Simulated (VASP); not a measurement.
# SnSe in VASP: notebook

The runs below take SnSe through single point, with LDA.

Everything below comes from runs of VASP 6.6.1. Logs are shortened: lines on timing, memory, paths and dates and some standing lists are left out, and cuts for length are marked.

## 1. The cell of the first run

The cell holds a slab with vacuum, 4 atoms: a = 4.285 Å, b = 4.285 Å, c = 10.991 Å, α = 90.00°, β = 90.00°, γ = 90.00°.

## 2. Single point, LDA

File INCAR:

```
  PREC = Accurate
  ENCUT = 520
  EDIFF = 1E-6
  ISMEAR = 0
  SIGMA = 0.05
  LREAL = F
  LASPH = T
  NELM = 100
  ALGO = Normal
  ISIF = 2
  LWAVE = F
  LCHARG = F
  GGA = CA
  NBANDS = 28
```

File KPOINTS:

```
Automatic mesh
0
Gamma
  6 6 4
```

File POSCAR:

```
SnSe
1.0
    4.2853274191      0.0000000000      0.0000000000
    0.0000000000      4.2853274191      0.0000000000
    0.0000000000      0.0000000000     10.9906921300
Sn Se
2 2
Direct
    0.5000000000      0.0000000000      0.3722291100
    0.0000000000      0.5000000000      0.6277708900
    0.5000000000      0.0000000000      0.6160394900
    0.0000000000      0.5000000000      0.3839605100
```

Potentials or basis: VASP PAW LDA potentials, release 64 (Sn_d, Se).

Command:

```console
$ cat potpaw_LDA.64/Sn_d/POTCAR potpaw_LDA.64/Se/POTCAR > POTCAR
$ mpirun -np 1 vasp_std > vasp.out
```

OUTCAR:

```text
PREC = Accurate
   ENCUT = 520
   EDIFF = 1E-6
   ISMEAR = 0
   LREAL = F
   LASPH = T
   NELM = 100
   ISIF = 2
   GGA = CA

 ion  position               nearest neighbor table
   1  0.500  0.000  0.372-   3 2.68   4 3.03   4 3.03   4 3.03   4 3.03
   2  0.000  0.500  0.628-   4 2.68   3 3.03   3 3.03   3 3.03   3 3.03
   3  0.500  0.000  0.616-   1 2.68   2 3.03   2 3.03   2 3.03   2 3.03
   4  0.000  0.500  0.384-   2 2.68   1 3.03   1 3.03   1 3.03   1 3.03

  LATTYP: Found a simple tetragonal cell.
 ALAT       =     4.2853274191
 C/A-ratio  =     2.5647263453

  Lattice vectors:

 A1 = (   4.2853274191,   0.0000000000,   0.0000000000)
 A2 = (   0.0000000000,   4.2853274191,   0.0000000000)
 A3 = (   0.0000000000,   0.0000000000,  10.9906921300)

Analysis of symmetry for initial positions (statically):
=====================================================================
 Subroutine PRICEL returns:
 Original cell was already a primitive cell.

 Routine SETGRP: Setting up the symmetry group for a
 simple tetragonal supercell.

 Subroutine GETGRP returns: Found 16 space group operations
 (whereof  8 operations were pure point group operations)
 out of a pool of 16 trial point group operations.

The static configuration has the point symmetry D_2d.
 The point group associated with its full space group is D_4h.

Analysis of symmetry for dynamics (positions and initial velocities):
=====================================================================
 Subroutine PRICEL returns:
 Original cell was already a primitive cell.

 Routine SETGRP: Setting up the symmetry group for a
 simple tetragonal supercell.

 Subroutine GETGRP returns: Found 16 space group operations
 (whereof  8 operations were pure point group operations)
 out of a pool of 16 trial point group operations.

The dynamic configuration has the point symmetry D_2d.
 The point group associated with its full space group is D_4h.

 Subroutine INISYM returns: Found 16 space group operations
 (whereof  8 operations are pure point group operations),
 and found     1 'primitive' translations

----------------------------------------------------------------------------------------

                                     Primitive cell

  volume of cell :     201.8334

  direct lattice vectors                    reciprocal lattice vectors
     4.285327419  0.000000000  0.000000000     0.233354398  0.000000000  0.000000000
     0.000000000  4.285327419  0.000000000     0.000000000  0.233354398  0.000000000
     0.000000000  0.000000000 10.990692130     0.000000000  0.000000000  0.090986081

  length of vectors
     4.285327419  4.285327419 10.990692130     0.233354398  0.233354398  0.090986081

  position of ions in fractional coordinates (direct lattice)
     0.500000000  0.000000000  0.372229110
     0.000000000  0.500000000  0.627770890
     0.500000000  0.000000000  0.616039490
     0.000000000  0.500000000  0.383960510

  ion indices of the primitive-cell ions
   primitive index   ion index
                 1           1
                 2           2
                 3           3
                 4           4

----------------------------------------------------------------------------------------

 KPOINTS: Automatic mesh

Automatic generation of k-mesh.
 Grid dimensions read from file:
 generate k-points for:    6    6    4

 Generating k-lattice:

  Cartesian coordinates                     Fractional coordinates (reciprocal lattice)
     0.038892400  0.000000000  0.000000000     0.166666667  0.000000000  0.000000000
     0.000000000  0.038892400  0.000000000     0.000000000  0.166666667  0.000000000
     0.000000000  0.000000000  0.022746520     0.000000000  0.000000000  0.250000000

  Length of vectors
     0.038892400  0.038892400  0.022746520

  Shift w.r.t. Gamma in fractional coordinates (k-lattice)
     0.000000000  0.000000000  0.000000000

 Subroutine IBZKPT returns following result:
 ===========================================

 Found     30 irreducible k-points:

 Following reciprocal coordinates:
            Coordinates               Weight
  0.000000  0.000000  0.000000      1.000000
  0.166667  0.000000  0.000000      4.000000
  0.333333  0.000000  0.000000      4.000000
  0.500000  0.000000  0.000000      2.000000
  0.166667  0.166667  0.000000      4.000000
  0.333333  0.166667  0.000000      8.000000
[... 16 lines left out ...]
  0.333333  0.000000  0.500000      4.000000
  0.500000  0.000000  0.500000      2.000000
 [... further k-points ...]
   k-points           NKPTS =     30   k-points in BZ     NKDIM =     30   number of bands    NBANDS=     28
   number of dos      NEDOS =    301   number of ions     NIONS =      4
   total plane-waves  NPLWV =  86016
   dimension x,y,z NGX =    32 NGY =   32 NGZ =   84
   dimension x,y,z NGXF=    64 NGYF=   64 NGZF=  168
   ions per type =               2   2
   NGX,Y,Z   is equivalent  to a cutoff of  12.41, 12.41, 12.71 a.u.
   NGXF,Y,Z  is equivalent  to a cutoff of  24.83, 24.83, 25.41 a.u.
 SYSTEM =  unknown system
   PREC   = accura    normal or accurate (medium, high low for compatibility)
   ISTART =      0    job   : 0-new  1-cont  2-samecut
   ICHARG =      2    charge: 1-file 2-atom 10-const
   ISPIN  =      1    spin polarized calculation?
   LNONCOLLINEAR =      F non collinear calculations
   LSORBIT =      F    spin-orbit coupling
   LASPH  =      T    aspherical Exc in radial PAW
   ENCUT  =  520.0 eV  38.22 Ry    6.18 a.u.   7.97  7.97 20.44*2*pi/ulx,y,z
   NELM   =    100;   NELMIN=  2; NELMDL= -5     # of ELM steps
   EDIFF  = 0.1E-05   stopping-criterion for ELM
   LREAL  =      F    real-space projection
   EDIFFG = 0.1E-04   stopping-criterion for IOM
   NSW    =      0    number of steps for IOM
   IBRION =     -1    ionic relax: 0-MD 1-quasi-New 2-CG
   NFREE  =      0    steps in history (QN), initial steepest desc. (CG)
   ISIF   =      2    stress and relaxation
   ISYM   =      2    0-nonsym 1-usesym 2-fastsym
   POTIM  = 0.5000    time-step for ionic-motion
   TEBEG  =    0.0;   TEEND  =   0.0 temperature during run
   PSTRESS=    0.0 pullay stress
   NELECT =      40.0000    total number of electrons
   NUPDOWN=      -1.0000    fix difference up-down
   EMIN   =  10.00;   EMAX   =-10.00  energy-range for DOS
   EFERMI =   0.00;   METHOD = LEGACY
   ISMEAR =     0;   SIGMA  =   0.05  broadening in eV -4-tet -1-fermi 0-gaus
   EFERMI_NEDOS =   21; number of points for ismear=-14 and -15
   IALGO  =     38    algorithm
   IMIX   =      4    mixing-type and parameters
     AMIX     =   0.40;   BMIX     =  1.00
     AMIX_MAG =   1.60;   BMIX_MAG =  1.00
  volume/ion in A,a.u.               =      50.46       340.51
  Fermi-wavevector in a.u.,A,eV,Ry     =   0.954473  1.803693 12.395171  0.911019
  Thomas-Fermi vector in A             =   2.083223
   LORBIT       =      0    0 simple, 1 ext, 2 COOP (PROOUT), +10 PAW based schemes
   GGA     = CA    functional components
   LHFCALC =     F    Hartree Fock is set to
   AEXX    =    0.0000 exact exchange contribution
   IVDW    =     0    specifies the selected vdW correction
   LEPSILON=     F    determine dielectric tensor
   LRPA    =     F    only Hartree local field effects (RPA)
 non-spin polarized calculation
 Gauss-broadening in eV      SIGMA  =   0.05
  energy-cutoff  :      520.00
  volume of cell :      201.83
 maximum number of plane-waves:      5480
 NGX is ok and might be reduce to    32
   NGX = 15   NGY = 15   NGZ = 41

 number of electron      40.0000017 magnetization

 Free energy of the ion-electron system (eV)
  ---------------------------------------------------
  ext. energy  EPLUGINS =         0.00000000
  ---------------------------------------------------
  free energy    TOTEN  =       -18.43195007 eV

  energy without entropy =      -18.43195007  energy(sigma->0) =      -18.43195007

 E-fermi :   0.6565     XC(G=0):  -6.2348

 val. band max:        0.3956665491   @ k =   0.3333   0.0000   0.5000
 cond. band min:       1.8487871975   @ k =   0.3333   0.0000   0.5000
 fundamental gap:      1.4531206485
 Fermi energy:         0.6565029969

 k-point     1 :       0.0000    0.0000    0.0000
  band No.  band energies     occupation
      1     -20.5589      2.00000
      2     -20.5536      2.00000
      3     -20.5534      2.00000
      4     -20.5518      2.00000
      5     -20.5465      2.00000
      6     -20.5233      2.00000
[... 20 lines left out ...]
     27       6.1035      0.00000
     28       6.1161      0.00000

 k-point     2 :       0.1667    0.0000    0.0000
  band No.  band energies     occupation
      1     -20.5565      2.00000
      2     -20.5551      2.00000
      3     -20.5515      2.00000
      4     -20.5492      2.00000
      5     -20.5481      2.00000
      6     -20.5236      2.00000
[... 20 lines left out ...]
     27       5.6963      0.00000
     28       5.7699      0.00000

 k-point     3 :       0.3333    0.0000    0.0000
  band No.  band energies     occupation
      1     -20.5579      2.00000
      2     -20.5546      2.00000
      3     -20.5521      2.00000
      4     -20.5486      2.00000
      5     -20.5386      2.00000
      6     -20.5251      2.00000
[... 20 lines left out ...]
     27       5.4395      0.00000
     28       6.9345      0.00000

 k-point     4 :       0.5000    0.0000    0.0000
  band No.  band energies     occupation
      1     -20.5582      2.00000
      2     -20.5582      2.00000
      3     -20.5488      2.00000
      4     -20.5488      2.00000
      5     -20.5298      2.00000
      6     -20.5298      2.00000
[... 20 lines left out ...]
     27       6.2351      0.00000
     28       6.2351      0.00000

 k-point     5 :       0.1667    0.1667    0.0000
  band No.  band energies     occupation
      1     -20.5573      2.00000
      2     -20.5543      2.00000
      3     -20.5536      2.00000
      4     -20.5493      2.00000
      5     -20.5428      2.00000
      6     -20.5236      2.00000
[... 20 lines left out ...]
     27       5.5327      0.00000
     28       6.6975      0.00000

 k-point     6 :       0.3333    0.1667    0.0000
  band No.  band energies     occupation
      1     -20.5614      2.00000
      2     -20.5601      2.00000
      3     -20.5484      2.00000
      4     -20.5458      2.00000
      5     -20.5348      2.00000
      6     -20.5245      2.00000
[... 463 lines left out ...]
      5     -20.5465      2.00000
      6     -20.5233      2.00000
[... 20 lines left out ...]
     27       6.1042      0.00000
     28       6.1070      0.00000

 k-point    22 :       0.1667    0.0000    0.5000
  band No.  band energies     occupation
      1     -20.5565      2.00000
      2     -20.5551      2.00000
      3     -20.5515      2.00000
      4     -20.5492      2.00000
      5     -20.5481      2.00000
      6     -20.5236      2.00000
[... 20 lines left out ...]
     27       5.5968      0.00000
     28       5.7561      0.00000

 k-point    23 :       0.3333    0.0000    0.5000
  band No.  band energies     occupation
      1     -20.5579      2.00000
      2     -20.5546      2.00000
      3     -20.5521      2.00000
      4     -20.5486      2.00000
      5     -20.5386      2.00000
      6     -20.5251      2.00000
[... 20 lines left out ...]
     27       6.1058      0.00000
     28       6.6628      0.00000

 k-point    24 :       0.5000    0.0000    0.5000
  band No.  band energies     occupation
      1     -20.5582      2.00000
      2     -20.5582      2.00000
      3     -20.5488      2.00000
      4     -20.5488      2.00000
      5     -20.5298      2.00000
      6     -20.5298      2.00000
[... 20 lines left out ...]
     27       6.7626      0.00000
     28       6.7626      0.00000

 [... further k-points ...]
[... 5 lines left out ...]
  --------------------------------------------------------------------------------------
  -------------------------------------------------------------------------------------
  Total       -2.2021912     -2.2021912     -0.7017738      0.0000000      0.0000000      0.0000000
  in kB      -17.4812524    -17.4812524     -5.5707629      0.0000000      0.0000000      0.0000000
  external PRESSURE =     -13.5110893 kB  Pullay stress =       0.0000000 kB

 VOLUME and BASIS-vectors are now :
 -----------------------------------------------------------------------------
  energy-cutoff  :      520.00
  volume of cell :      201.83
      direct lattice vectors                 reciprocal lattice vectors
     4.285327419  0.000000000  0.000000000     0.233354398  0.000000000  0.000000000
     0.000000000  4.285327419  0.000000000     0.000000000  0.233354398  0.000000000
     0.000000000  0.000000000 10.990692130     0.000000000  0.000000000  0.090986081

 POSITION                                       TOTAL-FORCE (eV/Angst)
 -----------------------------------------------------------------------------------
      2.14266      0.00000      4.09106        -0.000000      0.000000      0.219836
      0.00000      2.14266      6.89964         0.000000      0.000000     -0.219836
      2.14266      0.00000      6.77070         0.000000      0.000000     -0.021720
      0.00000      2.14266      4.21999        -0.000000      0.000000      0.021720
 -----------------------------------------------------------------------------------
    total drift:                                0.000000      0.000000      0.000000

  FREE ENERGIE OF THE ION-ELECTRON SYSTEM (eV)
  ---------------------------------------------------
  free  energy   TOTEN  =       -18.4319500699 eV

  energy  without entropy=      -18.4319500699  energy(sigma->0) =      -18.43195007
```

Wall time 3.2 min (1 thread of AMD EPYC 7R43 (Zen 3), shared host); peak memory 0.28 GiB.

What came out:

- Free energy: -18.4320 eV
- Largest force: 0.220 eV/Å
- Band gap on the k mesh: 1.45 eV, direct

Forces in eV/Å, atoms in the order of the input:
```
Sn   0.000  0.000  0.220
Sn   0.000  0.000 -0.220
Se   0.000  0.000 -0.022
Se   0.000  0.000  0.022
```

Caveat: spin-orbit coupling is left out, which moves the levels of the heavy elements.

(Part 1 of 2 ends here.)
